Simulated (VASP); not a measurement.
# ZrSeBr (P6_3/mmc) in VASP: a series of runs

ZrSeBr is run at these levels: PBE; tasks: single point, relaxation of cell and atoms.

All numbers are computed with VASP 6.6.1; they aren't measurements. Logs are shortened: lines on timing, memory, paths and dates and some standing lists are left out, and cuts for length are marked.

### Step 1. The cell of the first run

It takes space group P6_3/mmc (No. 194, hexagonal). Conventional cell: a = 4.893 Å, b = 4.893 Å, c = 6.240 Å, α = 90.00°, β = 90.00°, γ = 120.00°. Zr (site symmetry -6m2) has 5 Se at 2.83 to 3.12 Å and 6 Br at 3.23 Å within 3.7 Å. Within 3.7 Å of Se (site symmetry -6m2) lie 5 Zr at 2.83 to 3.12 Å and 6 Br at 3.23 Å. Br (site symmetry -3m) has 2 Br at 3.12 Å and 6 Zr at 3.23 Å and 6 Se at 3.23 Å within 4.1 Å.

The cell was generated, and may not be a known phase.

### Step 2. Single point, PBE

Input file INCAR:

```
PREC = Accurate
ENCUT = 520
EDIFF = 1E-6
ISMEAR = 0
SIGMA = 0.1
LREAL = F
LASPH = T
NELM = 100
ALGO = Normal
ISIF = 2
LWAVE = F
LCHARG = T
GGA = PE
LELF = T
LVHAR = T
NBANDS = 34
```

Input file KPOINTS:

```
regular mesh
0
Gamma
  12 12 6
```

Input file POSCAR:

```
ZrSeBr
1.0
    4.8934939466      0.0000000000      0.0000000000
   -2.4467469733      4.2378900711      0.0000000000
    0.0000000000      0.0000000000      6.2403149475
Zr Se Br
2 2 2
Direct
    0.3333333333      0.6666666667      0.7500000000
    0.6666666667      0.3333333333      0.2500000000
    0.3333333333      0.6666666667      0.2500000000
    0.6666666667      0.3333333333      0.7500000000
    0.0000000000      0.0000000000      0.0000000000
    0.0000000000      0.0000000000      0.5000000000
```

Potentials or basis: VASP PAW PBE potentials, release 64 (Zr_sv, Se, Br).

On the command line:

```bash
$ cat potpaw_PBE.64/Zr_sv/POTCAR potpaw_PBE.64/Se/POTCAR potpaw_PBE.64/Br/POTCAR > POTCAR
$ mpirun -np 1 vasp_std > vasp.out
```

OUTCAR:

```text
PREC = Accurate
   ENCUT = 520
   EDIFF = 1E-6
   ISMEAR = 0
   LREAL = F
   LASPH = T
   NELM = 100
   ISIF = 2
   GGA = PE

 ion  position               nearest neighbor table
   1  0.333  0.667  0.750-   4 2.83   4 2.83   4 2.83   3 3.12   3 3.12   5 3.23   6 3.23   6 3.23
                             5 3.23   6 3.23   5 3.23
   2  0.667  0.333  0.250-   3 2.83   3 2.83   3 2.83   4 3.12   4 3.12   5 3.23   6 3.23   5 3.23
                             6 3.23   5 3.23   6 3.23
   3  0.333  0.667  0.250-   2 2.83   2 2.83   2 2.83   1 3.12   1 3.12
   4  0.667  0.333  0.750-   1 2.83   1 2.83   1 2.83   2 3.12   2 3.12
   5  0.000  0.000  0.000-   1 3.23   2 3.23   2 3.23   1 3.23   2 3.23   1 3.23
   6  0.000  0.000  0.500-   1 3.23   2 3.23   2 3.23   1 3.23   2 3.23   1 3.23

  LATTYP: Found a hexagonal cell.
 ALAT       =     4.8934939466
 C/A-ratio  =     1.2752268656

  Lattice vectors:

 A1 = (   4.8934939466,   0.0000000000,   0.0000000000)
 A2 = (  -2.4467469733,   4.2378900711,   0.0000000000)
 A3 = (   0.0000000000,   0.0000000000,   6.2403149475)

Analysis of symmetry for initial positions (statically):
=====================================================================
 Subroutine PRICEL returns:
 Original cell was already a primitive cell.

 Routine SETGRP: Setting up the symmetry group for a
 hexagonal supercell.

 Subroutine GETGRP returns: Found 24 space group operations
 (whereof 12 operations were pure point group operations)
 out of a pool of 24 trial point group operations.

The static configuration has the point symmetry D_3d.
 The point group associated with its full space group is D_6h.

Analysis of symmetry for dynamics (positions and initial velocities):
=====================================================================
 Subroutine PRICEL returns:
 Original cell was already a primitive cell.

 Routine SETGRP: Setting up the symmetry group for a
 hexagonal supercell.

 Subroutine GETGRP returns: Found 24 space group operations
 (whereof 12 operations were pure point group operations)
 out of a pool of 24 trial point group operations.

The dynamic configuration has the point symmetry D_3d.
 The point group associated with its full space group is D_6h.

 Subroutine INISYM returns: Found 24 space group operations
 (whereof 12 operations are pure point group operations),
 and found     1 'primitive' translations

----------------------------------------------------------------------------------------

                                     Primitive cell

  volume of cell :     129.4122

  direct lattice vectors                    reciprocal lattice vectors
     4.893493947  0.000000000  0.000000000     0.204352966  0.117983240  0.000000000
    -2.446746973  4.237890071  0.000000000     0.000000000  0.235966479  0.000000000
     0.000000000  0.000000000  6.240314947     0.000000000  0.000000000  0.160248322

  length of vectors
     4.893493947  4.893493947  6.240314947     0.235966479  0.235966479  0.160248322

  position of ions in fractional coordinates (direct lattice)
     0.333333333  0.666666667  0.750000000
     0.666666667  0.333333333  0.250000000
     0.333333333  0.666666667  0.250000000
     0.666666667  0.333333333  0.750000000
     0.000000000  0.000000000  0.000000000
     0.000000000  0.000000000  0.500000000

  ion indices of the primitive-cell ions
   primitive index   ion index
                 1           1
                 2           2
                 3           3
                 4           4
                 5           5
                 6           6

----------------------------------------------------------------------------------------

 KPOINTS: regular mesh

Automatic generation of k-mesh.
 Grid dimensions read from file:
 generate k-points for:   12   12    6

 Generating k-lattice:

  Cartesian coordinates                     Fractional coordinates (reciprocal lattice)
     0.017029414  0.009831937  0.000000000     0.083333333 -0.000000000  0.000000000
     0.000000000  0.019663873  0.000000000     0.000000000  0.083333333  0.000000000
     0.000000000  0.000000000  0.026708054     0.000000000  0.000000000  0.166666667

  Length of vectors
     0.019663873  0.019663873  0.026708054

  Shift w.r.t. Gamma in fractional coordinates (k-lattice)
     0.000000000  0.000000000  0.000000000

 Subroutine IBZKPT returns following result:
 ===========================================

 Found     76 irreducible k-points:

 Following reciprocal coordinates:
            Coordinates               Weight
  0.000000  0.000000  0.000000      1.000000
  0.083333  0.000000  0.000000      6.000000
  0.166667  0.000000  0.000000      6.000000
  0.250000  0.000000  0.000000      6.000000
  0.333333  0.000000  0.000000      6.000000
  0.416667  0.000000  0.000000      6.000000
[... 16 lines left out ...]
  0.250000  0.000000  0.166667     12.000000
  0.333333  0.000000  0.166667     12.000000
 [... further k-points ...]
   k-points           NKPTS =     76   k-points in BZ     NKDIM =     76   number of bands    NBANDS=     34
   number of dos      NEDOS =    301   number of ions     NIONS =      6
   total plane-waves  NPLWV =  62208
   dimension x,y,z NGX =    36 NGY =   36 NGZ =   48
   dimension x,y,z NGXF=    72 NGYF=   72 NGZF=   96
   ions per type =               2   2   2
   NGX,Y,Z   is equivalent  to a cutoff of  12.23, 12.23, 12.79 a.u.
   NGXF,Y,Z  is equivalent  to a cutoff of  24.46, 24.46, 25.58 a.u.
 SYSTEM =  unknown system
   PREC   = accura    normal or accurate (medium, high low for compatibility)
   ISTART =      0    job   : 0-new  1-cont  2-samecut
   ICHARG =      2    charge: 1-file 2-atom 10-const
   ISPIN  =      1    spin polarized calculation?
   LNONCOLLINEAR =      F non collinear calculations
   LSORBIT =      F    spin-orbit coupling
   LASPH  =      T    aspherical Exc in radial PAW
   ENCUT  =  520.0 eV  38.22 Ry    6.18 a.u.   9.10  9.10 11.60*2*pi/ulx,y,z
   NELM   =    100;   NELMIN=  2; NELMDL= -5     # of ELM steps
   EDIFF  = 0.1E-05   stopping-criterion for ELM
   LREAL  =      F    real-space projection
   EDIFFG = 0.1E-04   stopping-criterion for IOM
   NSW    =      0    number of steps for IOM
   IBRION =     -1    ionic relax: 0-MD 1-quasi-New 2-CG
   NFREE  =      0    steps in history (QN), initial steepest desc. (CG)
   ISIF   =      2    stress and relaxation
   ISYM   =      2    0-nonsym 1-usesym 2-fastsym
   POTIM  = 0.5000    time-step for ionic-motion
   TEBEG  =    0.0;   TEEND  =   0.0 temperature during run
   PSTRESS=    0.0 pullay stress
   NELECT =      50.0000    total number of electrons
   NUPDOWN=      -1.0000    fix difference up-down
   EMIN   =  10.00;   EMAX   =-10.00  energy-range for DOS
   EFERMI =   0.00;   METHOD = LEGACY
   ISMEAR =     0;   SIGMA  =   0.10  broadening in eV -4-tet -1-fermi 0-gaus
   EFERMI_NEDOS =   21; number of points for ismear=-14 and -15
   IALGO  =     38    algorithm
   IMIX   =      4    mixing-type and parameters
     AMIX     =   0.40;   BMIX     =  1.00
     AMIX_MAG =   1.60;   BMIX_MAG =  1.00
  volume/ion in A,a.u.               =      21.57       145.55
  Fermi-wavevector in a.u.,A,eV,Ry     =   1.192357  2.253229 19.343620  1.421716
  Thomas-Fermi vector in A             =   2.328397
   LORBIT       =      0    0 simple, 1 ext, 2 COOP (PROOUT), +10 PAW based schemes
   GGA     = PE    functional components
   LHFCALC =     F    Hartree Fock is set to
   AEXX    =    0.0000 exact exchange contribution
   IVDW    =     0    specifies the selected vdW correction
   LEPSILON=     F    determine dielectric tensor
   LRPA    =     F    only Hartree local field effects (RPA)
 non-spin polarized calculation
 Gauss-broadening in eV      SIGMA  =   0.10
  energy-cutoff  :      520.00
  volume of cell :      129.41
 maximum number of plane-waves:      3519
   NGX = 19   NGY = 19   NGZ = 23

 number of electron      49.9999998 magnetization

 Free energy of the ion-electron system (eV)
  ---------------------------------------------------
  ext. energy  EPLUGINS =         0.00000000
  ---------------------------------------------------
  free energy    TOTEN  =       -31.38635601 eV

  energy without entropy =      -31.35915117  energy(sigma->0) =      -31.37275359

 E-fermi :   7.7944     XC(G=0): -10.6163

 val. band max:        7.7904888831   @ k =   0.1667   0.0000   0.5000
 cond. band min:       7.8087769745   @ k =   0.1667   0.1667   0.1667
 fundamental gap:      0.0182880915
 Fermi energy:         7.7944098141

 k-point     1 :       0.0000    0.0000    0.0000
  band No.  band energies     occupation
      1     -42.9467      2.00000
      2     -42.9432      2.00000
      3     -20.9532      2.00000
      4     -20.9532      2.00000
      5     -20.9386      2.00000
      6     -20.9386      2.00000
[... 26 lines left out ...]
     33      10.1965      0.00000
     34      10.7370      0.00000

 k-point     2 :       0.0833    0.0000    0.0000
  band No.  band energies     occupation
      1     -42.9467      2.00000
      2     -42.9432      2.00000
      3     -20.9542      2.00000
      4     -20.9537      2.00000
      5     -20.9399      2.00000
      6     -20.9385      2.00000
[... 26 lines left out ...]
     33      10.3350      0.00000
     34      10.6626      0.00000

 k-point     3 :       0.1667    0.0000    0.0000
  band No.  band energies     occupation
      1     -42.9465      2.00000
      2     -42.9433      2.00000
      3     -20.9572      2.00000
      4     -20.9551      2.00000
      5     -20.9436      2.00000
      6     -20.9384      2.00000
[... 26 lines left out ...]
     33      10.2461      0.00000
     34      10.4251      0.00000
[... 704 lines left out ...]
 k-point    23 :       0.2500    0.0000    0.1667
  band No.  band energies     occupation
      1     -42.9460      2.00000
      2     -42.9436      2.00000
      3     -20.9614      2.00000
      4     -20.9556      2.00000
      5     -20.9498      2.00000
      6     -20.9396      2.00000
[... 26 lines left out ...]
     33       9.8295      0.00000
     34      10.2024      0.00000

 k-point    24 :       0.3333    0.0000    0.1667
  band No.  band energies     occupation
      1     -42.9456      2.00000
      2     -42.9438      2.00000
      3     -20.9663      2.00000
      4     -20.9573      2.00000
      5     -20.9545      2.00000
      6     -20.9397      2.00000
[... 26 lines left out ...]
     33       9.3209      0.00000
     34      10.0940      0.00000

 [... further k-points ...]
[... 5 lines left out ...]
  --------------------------------------------------------------------------------------
  -------------------------------------------------------------------------------------
  Total        0.0523105      0.0523105      0.0398389      0.0000000     -0.0000000      0.0000000
  in kB        0.6476259      0.6476259      0.4932229      0.0000000     -0.0000000      0.0000000
  external PRESSURE =       0.5961582 kB  Pullay stress =       0.0000000 kB

 VOLUME and BASIS-vectors are now :
 -----------------------------------------------------------------------------
  energy-cutoff  :      520.00
  volume of cell :      129.41
      direct lattice vectors                 reciprocal lattice vectors
     4.893493947  0.000000000  0.000000000     0.204352966  0.117983240  0.000000000
    -2.446746973  4.237890071  0.000000000     0.000000000  0.235966479  0.000000000
     0.000000000  0.000000000  6.240314947     0.000000000  0.000000000  0.160248322

 POSITION                                       TOTAL-FORCE (eV/Angst)
 -----------------------------------------------------------------------------------
     -0.00000      2.82526      4.68024        -0.000000     -0.000000      0.000000
      2.44675      1.41263      1.56008        -0.000000      0.000000      0.000000
     -0.00000      2.82526      1.56008         0.000000     -0.000000      0.000000
      2.44675      1.41263      4.68024         0.000000     -0.000000      0.000000
      0.00000      0.00000      0.00000         0.000000     -0.000000      0.000000
      0.00000      0.00000      3.12016         0.000000     -0.000000      0.000000
 -----------------------------------------------------------------------------------
    total drift:                               -0.000000      0.000000      0.000000

  FREE ENERGIE OF THE ION-ELECTRON SYSTEM (eV)
  ---------------------------------------------------
  free  energy   TOTEN  =       -31.3863560108 eV

  energy  without entropy=      -31.3591511730  energy(sigma->0) =      -31.37275359
```

Wall time 3.8 min (1 thread of AMD EPYC 7R13 (Zen 3), shared host); peak memory 0.41 GiB.

What came out:

| Item | Value |
| --- | --- |
| Free energy | -31.3864 eV |
| Pressure | 0.1 GPa |
| Band gap on the k mesh | zero (bands 25 and 26 overlap by 1.55 eV) |

Levels at points of the mesh, in eV from the Fermi level:
```csv
k point,band 22,band 23,band 24,band 25,band 26,band 27,band 28,band 29
"(0.00, 0.00, 0.00)",-2.28,-2.28,-1.27,-1.21,-1.21,-0.74,1.20,1.40
"(0.50, 0.00, 0.00)",-2.11,-2.09,-1.23,-0.01,0.27,0.28,0.45,0.45
"(0.00, 0.00, 0.50)",-3.13,-3.13,-3.13,-0.16,-0.16,-0.16,-0.16,1.95
"(0.50, 0.00, 0.50)",-2.89,-2.54,-2.54,0.23,0.23,0.49,0.49,1.17
```

### Step 3. Relaxation of cell and atoms, PBE

This run uses another cell than the first one, of 21.51 Å³/atom.

Input file INCAR:

```
SYSTEM = ZrSeBr
  PREC = Accurate
  ENCUT = 600
  EDIFF = 1E-7
  ISMEAR = 0
  SIGMA = 0.1
  LREAL = .FALSE.
  LASPH = .TRUE.
  NELM = 100
  ALGO = Normal
  ISIF = 3
  LWAVE = .FALSE.
  LCHARG = .FALSE.
  GGA = PE
  IBRION = 2
  NSW = 100
  EDIFFG = -0.01
```

Input file KPOINTS:

```
regular mesh
0
G
  12 12 6
  0 0 0
```

POSCAR: that of step 2 with these lines changed.

```diff
@@ -2,5 +2,5 @@
 1.0
-    4.8934939466      0.0000000000      0.0000000000
-   -2.4467469733      4.2378900711      0.0000000000
-    0.0000000000      0.0000000000      6.2403149475
+    4.8902991439      0.0000000000      0.0000000000
+   -2.4451495719      4.2351232907      0.0000000000
+    0.0000000000      0.0000000000      6.2310108427
 Zr Se Br
```

Potentials or basis: VASP PAW PBE potentials, release 64 (Zr_sv, Se, Br).

On the command line:

```bash
$ cat potpaw_PBE.64/Zr_sv/POTCAR potpaw_PBE.64/Se/POTCAR potpaw_PBE.64/Br/POTCAR > POTCAR
$ mpirun -np 1 vasp_std > vasp.out
```

It took 11 min on 1 thread of AMD EPYC 7R13 (Zen 3), shared host; peak memory 0.49 GiB.

The run converged. Its results:

```
Free energy                           : -31.3857 eV
Relaxed volume                        : 21.58 Å³/atom
Relaxed cell                          : a = 4.896 Å, b = 4.896 Å, c = 6.238 Å, α = 90.00°, β = 90.00°, γ = 120.00°
Space group after relaxing (to 0.1 Å) : P6_3/mmc (No. 194)
Energy gained by relaxing             : 0.1 meV/atom
Ionic steps                           : 3
Pressure after relaxing               : 0.0 GPa
Band gap on the k mesh                : zero (bands 25 and 26 overlap by 1.55 eV)
```

The path:
```
step  energy change (eV)  largest force (eV/Å)  pressure (GPa)  volume (Å³)
   1              0.0000                0.0000            0.28       129.05
   2             -0.0003                0.0000           -0.16       129.76
   3             -0.0004                0.0000            0.00       129.50
```

Final structure:
```
CELL_PARAMETERS angstrom
4.89596 0.00000 0.00000
-2.44798 4.24002 0.00000
0.00000 0.00000 6.23804
ATOMIC_POSITIONS crystal
Zr 0.33333 0.66667 0.75000
Zr 0.66667 0.33333 0.25000
Se 0.33333 0.66667 0.25000
Se 0.66667 0.33333 0.75000
Br 0.00000 0.00000 0.00000
Br 0.00000 0.00000 0.50000
```

Levels at points of the mesh, in eV from the Fermi level:
```csv
k point,band 22,band 23,band 24,band 25,band 26,band 27,band 28,band 29
"(0.00, 0.00, 0.00)",-2.27,-2.27,-1.27,-1.21,-1.21,-0.74,1.20,1.40
"(0.50, 0.00, 0.00)",-2.11,-2.08,-1.24,-0.01,0.27,0.28,0.44,0.46
"(0.00, 0.00, 0.50)",-3.12,-3.12,-3.12,-0.16,-0.16,-0.16,-0.16,1.94
"(0.50, 0.00, 0.50)",-2.89,-2.54,-2.54,0.23,0.23,0.49,0.49,1.17
```
